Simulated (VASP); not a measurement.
# MgO (P6_3/mmc) in VASP: relaxation of cell and atoms with LDA

Aim: the relaxation of cell and atoms of MgO with LDA.

All numbers are computed with VASP 6.6.1; they aren't measurements. Logs are shortened: lines on timing, memory, paths and dates and some standing lists are left out, and cuts for length are marked.

## 1. The cell of the first run

Symmetry: P6_3/mmc, No. 194, hexagonal system. Conventional cell: a = 3.427 Å, b = 3.427 Å, c = 4.113 Å, α = 90.00°, β = 90.00°, γ = 120.00°. Mg (site symmetry -6m2) has 5 O at 1.98 to 2.06 Å within 2.6 Å. Within 2.6 Å of O (site symmetry -6m2) lie 5 Mg at 1.98 to 2.06 Å.

## 2. Relaxation of cell and atoms, LDA, target pressure 8 GPa, at which the enthalpy is minimised

INCAR reads:

```
SYSTEM = MgO
PREC = Accurate
ENCUT = 600
EDIFF = 1E-6
ISMEAR = 0
SIGMA = 0.01
LREAL = .False.
LASPH = .True.
NELM = 100
ALGO = Normal
ISIF = 3
LWAVE = .False.
LCHARG = .False.
GGA = CA
IBRION = 2
NSW = 80
EDIFFG = -0.001
PSTRESS = 80.0
```

KPOINTS reads:

```
Automatic mesh
0
Gamma
  12 12 6
  0 0 0
```

POSCAR reads:

```
MgO
1.0
    3.4265760577      0.0000000000      0.0000000000
   -1.7132880288      2.9675019139      0.0000000000
    0.0000000000      0.0000000000      4.1125883338
Mg O
2 2
Direct
    0.6666666667      0.3333333333      0.7500000000
    0.3333333333      0.6666666667      0.2500000000
    0.6666666667      0.3333333333      0.2500000000
    0.3333333333      0.6666666667      0.7500000000
```

Potentials or basis: VASP PAW LDA potentials, release 64 (Mg, O).

Launch:

```
$ cat potpaw_LDA.64/Mg/POTCAR potpaw_LDA.64/O/POTCAR > POTCAR
$ mpirun -np 1 vasp_std > vasp.out
```

OUTCAR:

```text
SYSTEM = MgO
   PREC = Accurate
   ENCUT = 600
   EDIFF = 1E-6
   ISMEAR = 0
   LREAL = .False.
   LASPH = .True.
   NELM = 100
   ISIF = 3
   GGA = CA
   IBRION = 2
   NSW = 80
   EDIFFG = -0.001
   PSTRESS = 80.0

 ion  position               nearest neighbor table
   1  0.667  0.333  0.750-   4 1.98   4 1.98   4 1.98   3 2.06   3 2.06   2 2.85   2 2.85   2 2.85
                             2 2.85   2 2.85   2 2.85
   2  0.333  0.667  0.250-   3 1.98   3 1.98   3 1.98   4 2.06   4 2.06   1 2.85   1 2.85   1 2.85
                             1 2.85   1 2.85   1 2.85
   3  0.667  0.333  0.250-   2 1.98   2 1.98   2 1.98   1 2.06   1 2.06
   4  0.333  0.667  0.750-   1 1.98   1 1.98   1 1.98   2 2.06   2 2.06

  LATTYP: Found a hexagonal cell.
 ALAT       =     3.4265760577
 C/A-ratio  =     1.2002034289

  Lattice vectors:

 A1 = (   3.4265760577,   0.0000000000,   0.0000000000)
 A2 = (  -1.7132880288,   2.9675019139,   0.0000000000)
 A3 = (   0.0000000000,   0.0000000000,   4.1125883338)

Analysis of symmetry for initial positions (statically):
=====================================================================
 Subroutine PRICEL returns:
 Original cell was already a primitive cell.

 Routine SETGRP: Setting up the symmetry group for a
 hexagonal supercell.

 Subroutine GETGRP returns: Found 24 space group operations
 (whereof 12 operations were pure point group operations)
 out of a pool of 24 trial point group operations.

The static configuration has the point symmetry D_3d.
 The point group associated with its full space group is D_6h.

Analysis of symmetry for dynamics (positions and initial velocities):
=====================================================================
 Subroutine PRICEL returns:
 Original cell was already a primitive cell.

 Routine SETGRP: Setting up the symmetry group for a
 hexagonal supercell.

 Subroutine GETGRP returns: Found 24 space group operations
 (whereof 12 operations were pure point group operations)
 out of a pool of 24 trial point group operations.

The dynamic configuration has the point symmetry D_3d.
 The point group associated with its full space group is D_6h.

 Subroutine INISYM returns: Found 24 space group operations
 (whereof 12 operations are pure point group operations),
 and found     1 'primitive' translations

----------------------------------------------------------------------------------------

                                     Primitive cell

  volume of cell :      41.8183

  direct lattice vectors                    reciprocal lattice vectors
     3.426576058  0.000000000  0.000000000     0.291836511  0.168491888  0.000000000
    -1.713288029  2.967501914  0.000000000     0.000000000  0.336983776  0.000000000
     0.000000000  0.000000000  4.112588334     0.000000000  0.000000000  0.243155871

  length of vectors
     3.426576058  3.426576058  4.112588334     0.336983776  0.336983776  0.243155871

  position of ions in fractional coordinates (direct lattice)
     0.666666667  0.333333333  0.750000000
     0.333333333  0.666666667  0.250000000
     0.666666667  0.333333333  0.250000000
     0.333333333  0.666666667  0.750000000

  ion indices of the primitive-cell ions
   primitive index   ion index
                 1           1
                 2           2
                 3           3
                 4           4

----------------------------------------------------------------------------------------

 KPOINTS: Automatic mesh

Automatic generation of k-mesh.
 Grid dimensions read from file:
 generate k-points for:   12   12    6

 Generating k-lattice:

  Cartesian coordinates                     Fractional coordinates (reciprocal lattice)
     0.024319709  0.014040991  0.000000000     0.083333333  0.000000000  0.000000000
     0.000000000  0.028081981  0.000000000     0.000000000  0.083333333  0.000000000
     0.000000000  0.000000000  0.040525979     0.000000000  0.000000000  0.166666667

  Length of vectors
     0.028081981  0.028081981  0.040525979

  Shift w.r.t. Gamma in fractional coordinates (k-lattice)
     0.000000000  0.000000000  0.000000000

 Subroutine IBZKPT returns following result:
 ===========================================

 Found     76 irreducible k-points:

 Following reciprocal coordinates:
            Coordinates               Weight
  0.000000  0.000000  0.000000      1.000000
  0.083333 -0.000000  0.000000      6.000000
  0.166667 -0.000000  0.000000      6.000000
  0.250000 -0.000000  0.000000      6.000000
  0.333333 -0.000000  0.000000      6.000000
  0.416667 -0.000000  0.000000      6.000000
[... 16 lines left out ...]
  0.250000 -0.000000  0.166667     12.000000
  0.333333 -0.000000  0.166667     12.000000
 [... further k-points ...]
   k-points           NKPTS =     76   k-points in BZ     NKDIM =     76   number of bands    NBANDS=     12
   number of dos      NEDOS =    301   number of ions     NIONS =      4
   total plane-waves  NPLWV =  28224
   dimension x,y,z NGX =    28 NGY =   28 NGZ =   36
   dimension x,y,z NGXF=    56 NGYF=   56 NGZF=   72
   ions per type =               2   2
   NGX,Y,Z   is equivalent  to a cutoff of  13.58, 13.58, 14.55 a.u.
   NGXF,Y,Z  is equivalent  to a cutoff of  27.17, 27.17, 29.11 a.u.
 SYSTEM =  MgO
   PREC   = accura    normal or accurate (medium, high low for compatibility)
   ISTART =      0    job   : 0-new  1-cont  2-samecut
   ICHARG =      2    charge: 1-file 2-atom 10-const
   ISPIN  =      1    spin polarized calculation?
   LNONCOLLINEAR =      F non collinear calculations
   LSORBIT =      F    spin-orbit coupling
   LASPH  =      T    aspherical Exc in radial PAW
   ENCUT  =  600.0 eV  44.10 Ry    6.64 a.u.   6.84  6.84  8.21*2*pi/ulx,y,z
   NELM   =    100;   NELMIN=  2; NELMDL= -5     # of ELM steps
   EDIFF  = 0.1E-05   stopping-criterion for ELM
   LREAL  =      F    real-space projection
   EDIFFG = -.1E-02   stopping-criterion for IOM
   NSW    =     80    number of steps for IOM
   IBRION =      2    ionic relax: 0-MD 1-quasi-New 2-CG
   NFREE  =      1    steps in history (QN), initial steepest desc. (CG)
   ISIF   =      3    stress and relaxation
   ISYM   =      2    0-nonsym 1-usesym 2-fastsym
   POTIM  = 0.5000    time-step for ionic-motion
   TEBEG  =    0.0;   TEEND  =   0.0 temperature during run
   PSTRESS=   80.0 pullay stress
   NELECT =      16.0000    total number of electrons
   NUPDOWN=      -1.0000    fix difference up-down
   EMIN   =  10.00;   EMAX   =-10.00  energy-range for DOS
   EFERMI =   0.00;   METHOD = LEGACY
   ISMEAR =     0;   SIGMA  =   0.01  broadening in eV -4-tet -1-fermi 0-gaus
   EFERMI_NEDOS =   21; number of points for ismear=-14 and -15
   IALGO  =     38    algorithm
   IMIX   =      4    mixing-type and parameters
     AMIX     =   0.40;   BMIX     =  1.00
     AMIX_MAG =   1.60;   BMIX_MAG =  1.00
  volume/ion in A,a.u.               =      10.45        70.55
  Fermi-wavevector in a.u.,A,eV,Ry     =   1.188482  2.245905 19.218087  1.412490
  Thomas-Fermi vector in A             =   2.324611
   LORBIT       =      0    0 simple, 1 ext, 2 COOP (PROOUT), +10 PAW based schemes
   GGA     = CA    functional components
   LHFCALC =     F    Hartree Fock is set to
   AEXX    =    0.0000 exact exchange contribution
   IVDW    =     0    specifies the selected vdW correction
   LEPSILON=     F    determine dielectric tensor
   LRPA    =     F    only Hartree local field effects (RPA)
 conjugate gradient relaxation of ions
 non-spin polarized calculation
 Gauss-broadening in eV      SIGMA  =   0.01
  energy-cutoff  :      600.00
  volume of cell :       41.82
 maximum number of plane-waves:      1425
 NGX is ok and might be reduce to    28
   NGX = 13   NGY = 13   NGZ = 17

--------------------------------------- Ionic step        1  -------------------------------------------

 number of electron      16.0000000 magnetization

 Free energy of the ion-electron system (eV)
  ---------------------------------------------------
  ext. energy  EPLUGINS =         0.00000000
  ---------------------------------------------------
  free energy    TOTEN  =       -26.53370253 eV

  energy without entropy =      -26.53370253  energy(sigma->0) =      -26.53370253

------------------------ aborting loop because EDIFF is reached ----------------------------------------

  FORCE on cell =-STRESS in cart. coord.  units (eV):
  Direction    XX          YY          ZZ          XY          YZ          ZX
  --------------------------------------------------------------------------------------
  -------------------------------------------------------------------------------------
  Total        0.2474198      0.2474198      0.2706422      0.0000000     -0.0000000      0.0000000
  in kB        9.4793478      9.4793478     10.3690604      0.0000000     -0.0000000      0.0000000
  external PRESSURE =     -70.2240813 kB  Pullay stress =      80.0000000 kB
[... 225 lines left out ...]
  enthalpy is  TOTEN    =       -24.4839875504 eV   P V=        2.0036979754

--------------------------------------- Ionic step        7  -------------------------------------------

 number of electron      16.0000002 magnetization

 Free energy of the ion-electron system (eV)
  ---------------------------------------------------
  ext. energy  EPLUGINS =         0.00000000
  ---------------------------------------------------
  free energy    TOTEN  =       -26.48682454 eV

  energy without entropy =      -26.48682454  energy(sigma->0) =      -26.48682454

 E-fermi :   2.4522     XC(G=0): -11.0248

 val. band max:        2.3321769034   @ k =   0.0000   0.0000   0.0000
 cond. band min:       6.1442416212   @ k =   0.0000   0.0000   0.0000
 fundamental gap:      3.8120647177
 Fermi energy:         2.4522045452

 k-point     1 :       0.0000    0.0000    0.0000
  band No.  band energies     occupation
      1     -14.7739      2.00000
      2     -13.0457      2.00000
      3      -1.7331      2.00000
      4       0.3823      2.00000
      5       0.3823      2.00000
      6       1.3820      2.00000
      7       1.3820      2.00000
      8       2.3322      2.00000
      9       6.1442      0.00000
     10      12.3225      0.00000
     11      15.1102      0.00000
     12      15.2399      0.00000
[... 331 lines left out ...]
 k-point    24 :       0.3333   -0.0000    0.1667
  band No.  band energies     occupation
      1     -14.1217      2.00000
      2     -13.2440      2.00000
      3      -1.5617      2.00000
      4      -0.6322      2.00000
      5      -0.0479      2.00000
      6       0.1794      2.00000
      7       1.5268      2.00000
      8       1.6406      2.00000
      9       8.8914      0.00000
     10      11.6656      0.00000
     11      13.3604      0.00000
     12      15.2577      0.00000

 [... further k-points ...]

------------------------ aborting loop because EDIFF is reached ----------------------------------------

  FORCE on cell =-STRESS in cart. coord.  units (eV):
  Direction    XX          YY          ZZ          XY          YZ          ZX
  --------------------------------------------------------------------------------------
  -------------------------------------------------------------------------------------
  Total        2.0062601      2.0062601      2.0030111      0.0000000      0.0000000      0.0000000
  in kB       80.1368892     80.1368892     80.0071138      0.0000000      0.0000000      0.0000000
  external PRESSURE =       0.0936307 kB  Pullay stress =      80.0000000 kB
[... 19 lines left out ...]
  FREE ENERGIE OF THE ION-ELECTRON SYSTEM (eV)
  ---------------------------------------------------
  free  energy   TOTEN  =       -26.4868245355 eV

  energy  without entropy=      -26.4868245355  energy(sigma->0) =      -26.48682454

  enthalpy is  TOTEN    =       -24.4839915210 eV   P V=        2.0028330144

 reached required accuracy - stopping structural energy minimisation
```

It took 2.4 min on 1 thread of Intel Xeon 8259CL, shared host; peak memory 0.19 GiB.

What came out:

```yaml
Free_energy: -26.4868 eV
Relaxed_volume: 10.03 Å³/atom
Relaxed_cell: a = 3.377 Å, b = 3.377 Å, c = 4.061 Å, α = 90.00°, β = 90.00°, γ = 120.00°
Space_group_after_relaxing_to_0.1_Å: P6_3/mmc (No. 194)
Energy_change_on_relaxing_the_run_minimises_the_enthalpy: +11.7 meV/atom
Ionic_steps: 7
Pressure_after_relaxing: 8.0 GPa
Band_gap_on_the_k_mesh: 3.81 eV
```

The path:
```csv
step,energy change (eV),largest force (eV/Å),pressure (GPa),volume (Å³)
1,0.0000,0.0000,0.98,41.82
2,0.1123,0.0000,12.91,39.11
3,0.0463,0.0000,7.98,40.12
4,0.0480,0.0000,8.11,40.09
5,0.0461,0.0000,7.94,40.13
6,0.0460,0.0000,7.94,40.13
7,0.0469,0.0000,8.01,40.11
```

Final structure:
```
Mg O
1.0
     3.37735    0.00000    0.00000
    -1.68868    2.92487    0.00000
     0.00000    0.00000    4.06052
Mg O
2 2
Direct
  0.66667 0.33333 0.75000
  0.33333 0.66667 0.25000
  0.66667 0.33333 0.25000
  0.33333 0.66667 0.75000
```

Caveat: the cell is relaxed towards a set pressure, so the run minimises the enthalpy, not the energy. A k mesh can miss the band edges.
